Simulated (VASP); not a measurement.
Here is a VASP 6.6.1 calculation.

INCAR

```
SYSTEM = Al4FeCo3
ALGO = Normal
EDIFF = 1E-7
EDIFFG = -0.01
ENCUT = 600
GGA = PE
GGA_COMPAT = .FALSE.
IBRION = 2
ISIF = 3
ISMEAR = 0
LASPH = .TRUE.
LCHARG = .FALSE.
LREAL = .FALSE.
LWAVE = .FALSE.
NELM = 120
NELMIN = 4
NSW = 100
PREC = Accurate
SIGMA = 0.1
```

File KPOINTS:

```
k-points
0
G
  8 8 14
  0 0 0
```

POSCAR

```
Al4FeCo3
1.0
    5.7136676943      0.0000000000      0.0000000000
    0.0000000000      5.7136676943      0.0000000000
    0.0000000000      0.0000000000      2.8518884246
Al Fe Co
4 1 3
Direct
    0.7526189475      0.7526189475      0.0000000000
    0.7526189475      0.2473810525      0.0000000000
    0.2473810525      0.7526189475      0.0000000000
    0.2473810525      0.2473810525      0.0000000000
    0.0000000000      0.0000000000      0.5000000000
    0.0000000000      0.5000000000      0.5000000000
    0.5000000000      0.0000000000      0.5000000000
    0.5000000000      0.5000000000      0.5000000000
```

Potentials or basis: VASP PAW PBE potentials, release 64 (Al, Fe, Co).

Run with:

```sh
$ cat potpaw_PBE.64/Al/POTCAR potpaw_PBE.64/Fe/POTCAR potpaw_PBE.64/Co/POTCAR > POTCAR
$ mpirun -np 1 vasp_std > vasp.out
```

(1) Predict the relaxed cell.

(2) Predict the band gap on the k mesh.

Answers

(1) a = 5.707 Å, b = 5.707 Å, c = 2.856 Å, α = 90.00°, β = 90.00°, γ = 90.00°.

(2) zero (an odd number of electrons rules out a gap without spin polarisation).

Caveat: the run has no spin polarisation, though such a crystal can be magnetic.
